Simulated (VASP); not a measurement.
# In3Sb2As (I4mm) in VASP: single point with PBE

Aim: the single point of In3Sb2As with PBE.

All numbers are computed with VASP 6.6.1; they aren't measurements. Logs are shortened: lines on timing, memory, paths and dates and some standing lists are left out, and cuts for length are marked.

### 1 The cell of the first run

It takes space group I4mm (No. 107, tetragonal). Conventional cell: a = 5.762 Å, b = 5.762 Å, c = 12.098 Å, α = 90.00°, β = 90.00°, γ = 90.00°. Within 3.8 Å of In (site symmetry 2mm) lie 2 As at 2.91 Å and 2 Sb at 3.02 to 3.03 Å and 2 In at 3.69 Å. In (site symmetry 4mm) has 1 As at 2.74 Å and 4 Sb at 2.97 Å and 4 In at 3.69 Å within 3.7 Å. Within 3.9 Å of Sb (site symmetry 2mm) lie 4 In at 2.97 to 3.03 Å and 2 As at 3.87 Å. Within 3.6 Å of As (site symmetry 4mm) lie 5 In at 2.74 to 2.91 Å.

The cell was generated, and may not be a known phase.

### 2 Single point, PBE

Input file INCAR:

```
ALGO     = Normal         # electronic algorithm
EDIFF    = 1E-6           # SCF threshold, eV
ENCUT    = 520            # plane-wave cutoff, eV
GGA      = PE             # functional
ISIF     = 2              # what is computed and relaxed
ISMEAR   = 0              # smearing method
LASPH    = True           # aspherical terms in the spheres
LCHARG   = True           # write CHGCAR
LELF     = True           # ELF
LREAL    = False          # projectors in reciprocal space
LVHAR    = True         
LWAVE    = False          # write WAVECAR
NBANDS   = 36             # bands
NELM     = 60             # most SCF steps
PREC     = Accurate       # precision mode
SIGMA    = 0.2            # smearing width, eV
```

Input file KPOINTS:

```
k-points
0
Gamma
  4 4 4
```

Input file POSCAR:

```
In3Sb2As
1.0
   -2.8808622395      2.8808622395      6.0492409580
    2.8808622395     -2.8808622395      6.0492409580
    2.8808622395      2.8808622395     -6.0492409580
In Sb As
3 2 1
Direct
    0.3709676607      0.8709676607      0.5000000000
    0.8709676607      0.3709676607      0.5000000000
    0.1807806962      0.1807806962      0.0000000000
    0.6215410820      0.1215410820      0.5000000000
    0.1215410820      0.6215410820      0.5000000000
    0.4074058684      0.4074058684      0.0000000000
```

Potentials or basis: VASP PAW PBE potentials, release 64 (In_d, Sb, As).

On the command line:

```
> cat potpaw_PBE.64/In_d/POTCAR potpaw_PBE.64/Sb/POTCAR potpaw_PBE.64/As/POTCAR > POTCAR
> mpirun -np 1 vasp_std > vasp.out
```

OUTCAR:

```text
EDIFF = 1E-6
   ENCUT = 520
   GGA = PE
   ISIF = 2
   ISMEAR = 0
   LASPH = True
   LREAL = False
   NELM = 60
   PREC = Accurate

 ion  position               nearest neighbor table
   1  0.371  0.871  0.500-   6 2.91   6 2.91   5 3.02   4 3.03   3 3.69   3 3.69
   2  0.871  0.371  0.500-   6 2.91   6 2.91   4 3.02   5 3.03   3 3.69   3 3.69
   3  0.181  0.181  0.000-   6 2.74   5 2.97   4 2.97   5 2.97   4 2.97   1 3.69   2 3.69   1 3.69
                             2 3.69
   4  0.622  0.122  0.500-   3 2.97   3 2.97   2 3.02   1 3.03
   5  0.122  0.622  0.500-   3 2.97   3 2.97   1 3.02   2 3.03
   6  0.407  0.407  0.000-   3 2.74   2 2.91   1 2.91   1 2.91   2 2.91

  LATTYP: Found a body centered tetragonal cell.
 ALAT       =     5.7617244790
 C/A-ratio  =     2.0998022311

  Lattice vectors:

 A1 = (  -2.8808622395,   2.8808622395,   6.0492409580)
 A2 = (   2.8808622395,  -2.8808622395,   6.0492409580)
 A3 = (   2.8808622395,   2.8808622395,  -6.0492409580)

Analysis of symmetry for initial positions (statically):
=====================================================================
 Subroutine PRICEL returns:
 Original cell was already a primitive cell.

 Routine SETGRP: Setting up the symmetry group for a
 body centered tetragonal supercell.

 Subroutine GETGRP returns: Found  8 space group operations
 (whereof  8 operations were pure point group operations)
 out of a pool of 16 trial point group operations.

The static configuration has the point symmetry C_4v.

Analysis of symmetry for dynamics (positions and initial velocities):
=====================================================================
 Subroutine PRICEL returns:
 Original cell was already a primitive cell.

 Routine SETGRP: Setting up the symmetry group for a
 body centered tetragonal supercell.

 Subroutine GETGRP returns: Found  8 space group operations
 (whereof  8 operations were pure point group operations)
 out of a pool of 16 trial point group operations.

The dynamic configuration has the point symmetry C_4v.

 Subroutine INISYM returns: Found  8 space group operations
 (whereof  8 operations are pure point group operations),
 and found     1 'primitive' translations

----------------------------------------------------------------------------------------

                                     Primitive cell

  volume of cell :     200.8195

  direct lattice vectors                    reciprocal lattice vectors
    -2.880862239  2.880862239  6.049240958     0.000000000  0.173559149  0.082654998
     2.880862239 -2.880862239  6.049240958     0.173559149  0.000000000  0.082654998
     2.880862239  2.880862239 -6.049240958     0.173559149  0.173559149  0.000000000

  length of vectors
     7.293288055  7.293288055  7.293288055     0.192235863  0.192235863  0.245449703

  position of ions in fractional coordinates (direct lattice)
     0.370967661  0.870967661  0.500000000
     0.870967661  0.370967661  0.500000000
     0.180780696  0.180780696  0.000000000
     0.621541082  0.121541082  0.500000000
     0.121541082  0.621541082  0.500000000
     0.407405868  0.407405868  0.000000000

  ion indices of the primitive-cell ions
   primitive index   ion index
                 1           1
                 2           2
                 3           3
                 4           4
                 5           5
                 6           6

----------------------------------------------------------------------------------------

 KPOINTS: k-points

Automatic generation of k-mesh.
 Grid dimensions read from file:
 generate k-points for:    4    4    4

 Generating k-lattice:

  Cartesian coordinates                     Fractional coordinates (reciprocal lattice)
     0.000000000  0.043389787  0.020663750     0.250000000  0.000000000  0.000000000
     0.043389787  0.000000000  0.020663750     0.000000000  0.250000000  0.000000000
     0.043389787  0.043389787  0.000000000     0.000000000  0.000000000  0.250000000

  Length of vectors
     0.048058966  0.048058966  0.061362426

  Shift w.r.t. Gamma in fractional coordinates (k-lattice)
     0.000000000  0.000000000  0.000000000

 Subroutine IBZKPT returns following result:
 ===========================================

 Found     13 irreducible k-points:

 Following reciprocal coordinates:
            Coordinates               Weight
  0.000000  0.000000  0.000000      1.000000
  0.250000  0.000000  0.000000      8.000000
  0.500000  0.000000  0.000000      4.000000
  0.250000  0.250000  0.000000      8.000000
  0.500000  0.250000  0.000000     16.000000
 -0.250000  0.250000  0.000000      4.000000
  0.500000  0.500000  0.000000      2.000000
  0.250000  0.250000  0.250000      2.000000
 -0.250000  0.250000  0.250000      4.000000
  0.500000  0.500000  0.250000      4.000000
 -0.250000  0.500000  0.250000      8.000000
 -0.250000 -0.250000  0.250000      2.000000
  0.500000  0.500000  0.500000      1.000000
   k-points           NKPTS =     13   k-points in BZ     NKDIM =     13   number of bands    NBANDS=     36
   number of dos      NEDOS =    301   number of ions     NIONS =      6
   total plane-waves  NPLWV = 157464
   dimension x,y,z NGX =    54 NGY =   54 NGZ =   54
   dimension x,y,z NGXF=   108 NGYF=  108 NGZF=  108
   ions per type =               3   2   1
   NGX,Y,Z   is equivalent  to a cutoff of  12.31, 12.31, 12.31 a.u.
   NGXF,Y,Z  is equivalent  to a cutoff of  24.62, 24.62, 24.62 a.u.
 SYSTEM =  unknown system
   PREC   = accura    normal or accurate (medium, high low for compatibility)
   ISTART =      0    job   : 0-new  1-cont  2-samecut
   ICHARG =      2    charge: 1-file 2-atom 10-const
   ISPIN  =      1    spin polarized calculation?
   LNONCOLLINEAR =      F non collinear calculations
   LSORBIT =      F    spin-orbit coupling
   LASPH  =      T    aspherical Exc in radial PAW
   ENCUT  =  520.0 eV  38.22 Ry    6.18 a.u.  13.56 13.56 13.56*2*pi/ulx,y,z
   NELM   =     60;   NELMIN=  2; NELMDL= -5     # of ELM steps
   EDIFF  = 0.1E-05   stopping-criterion for ELM
   LREAL  =      F    real-space projection
   EDIFFG = 0.1E-04   stopping-criterion for IOM
   NSW    =      0    number of steps for IOM
   IBRION =     -1    ionic relax: 0-MD 1-quasi-New 2-CG
   NFREE  =      0    steps in history (QN), initial steepest desc. (CG)
   ISIF   =      2    stress and relaxation
   ISYM   =      2    0-nonsym 1-usesym 2-fastsym
   POTIM  = 0.5000    time-step for ionic-motion
   TEBEG  =    0.0;   TEEND  =   0.0 temperature during run
   PSTRESS=    0.0 pullay stress
   NELECT =      54.0000    total number of electrons
   NUPDOWN=      -1.0000    fix difference up-down
   EMIN   =  10.00;   EMAX   =-10.00  energy-range for DOS
   EFERMI =   0.00;   METHOD = LEGACY
   ISMEAR =     0;   SIGMA  =   0.20  broadening in eV -4-tet -1-fermi 0-gaus
   EFERMI_NEDOS =   21; number of points for ismear=-14 and -15
   IALGO  =     38    algorithm
   IMIX   =      4    mixing-type and parameters
     AMIX     =   0.40;   BMIX     =  1.00
     AMIX_MAG =   1.60;   BMIX_MAG =  1.00
  volume/ion in A,a.u.               =      33.47       225.87
  Fermi-wavevector in a.u.,A,eV,Ry     =   1.056665  1.996808 15.191471  1.116542
  Thomas-Fermi vector in A             =   2.191910
   LORBIT       =      0    0 simple, 1 ext, 2 COOP (PROOUT), +10 PAW based schemes
   GGA     = PE    functional components
   LHFCALC =     F    Hartree Fock is set to
   AEXX    =    0.0000 exact exchange contribution
   IVDW    =     0    specifies the selected vdW correction
   LEPSILON=     F    determine dielectric tensor
   LRPA    =     F    only Hartree local field effects (RPA)
 non-spin polarized calculation
 Gauss-broadening in eV      SIGMA  =   0.20
  energy-cutoff  :      520.00
  volume of cell :      200.82
 maximum number of plane-waves:      5447
   NGX = 27   NGY = 27   NGZ = 27

 number of electron      54.0000007 magnetization

 Free energy of the ion-electron system (eV)
  ---------------------------------------------------
  ext. energy  EPLUGINS =         0.00000000
  ---------------------------------------------------
  free energy    TOTEN  =       -19.08737429 eV

  energy without entropy =      -19.02481582  energy(sigma->0) =      -19.05609506

 E-fermi :   4.6610     XC(G=0):  -8.7625

 val. band max:        4.6411138275   @ k =  -0.2500  -0.2500   0.2500
 cond. band min:       4.7240015941   @ k =   0.2500   0.2500   0.2500
 fundamental gap:      0.0828877666
 Fermi energy:         4.6609844306

 k-point     1 :       0.0000    0.0000    0.0000
  band No.  band energies     occupation
      1     -10.0771      2.00000
      2     -10.0084      2.00000
      3      -9.9882      2.00000
      4      -9.9659      2.00000
      5      -9.9300      2.00000
      6      -9.9300      2.00000
[... 28 lines left out ...]
     35       9.0360      0.00000
     36       9.1151      0.00000

 k-point     2 :       0.2500    0.0000    0.0000
  band No.  band energies     occupation
      1     -10.0482      2.00000
      2     -10.0013      2.00000
      3      -9.9898      2.00000
      4      -9.9539      2.00000
      5      -9.9303      2.00000
      6      -9.9300      2.00000
[... 28 lines left out ...]
     35       9.8214      0.00000
     36      10.0119      0.00000

 k-point     3 :       0.5000    0.0000    0.0000
  band No.  band energies     occupation
      1     -10.0114      2.00000
      2      -9.9975      2.00000
      3      -9.9854      2.00000
      4      -9.9303      2.00000
      5      -9.9293      2.00000
      6      -9.9286      2.00000
[... 28 lines left out ...]
     35       8.9980      0.00000
     36       9.5918      0.00000

 k-point     4 :       0.2500    0.2500    0.0000
  band No.  band energies     occupation
      1     -10.0246      2.00000
      2      -9.9965      2.00000
      3      -9.9867      2.00000
      4      -9.9429      2.00000
      5      -9.9353      2.00000
      6      -9.9294      2.00000
[... 28 lines left out ...]
     35       9.7535      0.00000
     36       9.8873      0.00000

 k-point     5 :       0.5000    0.2500    0.0000
  band No.  band energies     occupation
      1     -10.0005      2.00000
      2      -9.9921      2.00000
      3      -9.9724      2.00000
      4      -9.9437      2.00000
      5      -9.9376      2.00000
      6      -9.9245      2.00000
[... 226 lines left out ...]
 k-point    11 :      -0.2500    0.5000    0.2500
  band No.  band energies     occupation
      1     -10.0492      2.00000
      2     -10.0097      2.00000
      3      -9.9853      2.00000
      4      -9.9537      2.00000
      5      -9.9310      2.00000
      6      -9.9305      2.00000
[... 28 lines left out ...]
     35       8.7705      0.00000
     36      10.0233      0.00000

 k-point    12 :      -0.2500   -0.2500    0.2500
  band No.  band energies     occupation
      1     -10.0777      2.00000
      2     -10.0049      2.00000
      3      -9.9987      2.00000
      4      -9.9656      2.00000
      5      -9.9310      2.00000
      6      -9.9310      2.00000
[... 28 lines left out ...]
     35       9.3790      0.00000
     36       9.3790      0.00000

 k-point    13 :       0.5000    0.5000    0.5000
  band No.  band energies     occupation
      1     -10.0783      2.00000
      2     -10.0194      2.00000
      3      -9.9885      2.00000
      4      -9.9654      2.00000
      5      -9.9319      2.00000
      6      -9.9319      2.00000
[... 28 lines left out ...]
     35       8.2542      0.00000
     36       9.1168      0.00000

------------------------ aborting loop because EDIFF is reached ----------------------------------------

  FORCE on cell =-STRESS in cart. coord.  units (eV):
  Direction    XX          YY          ZZ          XY          YZ          ZX
  --------------------------------------------------------------------------------------
  -------------------------------------------------------------------------------------
  Total       -0.1568140     -0.1568140     -0.1040035      0.0000000      0.0000000      0.0000000
  in kB       -1.2510927     -1.2510927     -0.8297606      0.0000000      0.0000000      0.0000000
  external PRESSURE =      -1.1106487 kB  Pullay stress =       0.0000000 kB

 VOLUME and BASIS-vectors are now :
 -----------------------------------------------------------------------------
  energy-cutoff  :      520.00
  volume of cell :      200.82
      direct lattice vectors                 reciprocal lattice vectors
    -2.880862239  2.880862239  6.049240958     0.000000000  0.173559149  0.082654998
     2.880862239 -2.880862239  6.049240958     0.173559149  0.000000000  0.082654998
     2.880862239  2.880862239 -6.049240958     0.173559149  0.173559149  0.000000000

 POSITION                                       TOTAL-FORCE (eV/Angst)
 -----------------------------------------------------------------------------------
      2.88086     -0.00000      4.48815        -0.000000     -0.000000     -0.012820
     -0.00000      2.88086      4.48815         0.000000      0.000000     -0.012820
      0.00000      0.00000      2.18717        -0.000000     -0.000000      0.034782
      0.00000      2.88086      1.47046         0.000000      0.000000      0.004384
      2.88086      0.00000      1.47046         0.000000      0.000000      0.004384
      0.00000      0.00000      4.92899        -0.000000     -0.000000     -0.017909
 -----------------------------------------------------------------------------------
    total drift:                               -0.000000     -0.000000     -0.002158

  FREE ENERGIE OF THE ION-ELECTRON SYSTEM (eV)
  ---------------------------------------------------
  free  energy   TOTEN  =       -19.0873742949 eV

  energy  without entropy=      -19.0248158164  energy(sigma->0) =      -19.05609506
```

It took 1.7 min on 1 thread of Intel Xeon Platinum 8488C (Sapphire Rapids), shared host; peak memory 0.41 GiB.

Results:

```
Free energy            : -19.0874 eV
Pressure               : -0.1 GPa
Largest force          : 0.035 eV/Å
Band gap on the k mesh : zero (bands 27 and 28 overlap by 1.02 eV)
```

Forces on the atoms (eV/Å):
```
In   0.000  0.000 -0.013
In   0.000  0.000 -0.013
In   0.000  0.000  0.035
Sb   0.000  0.000  0.004
Sb   0.000  0.000  0.004
As   0.000  0.000 -0.018
```

Caveat: spin-orbit coupling is left out, which moves the levels of the heavy elements.

The gap in the log of VASP goes by the Fermi energy; the results here count the filled bands.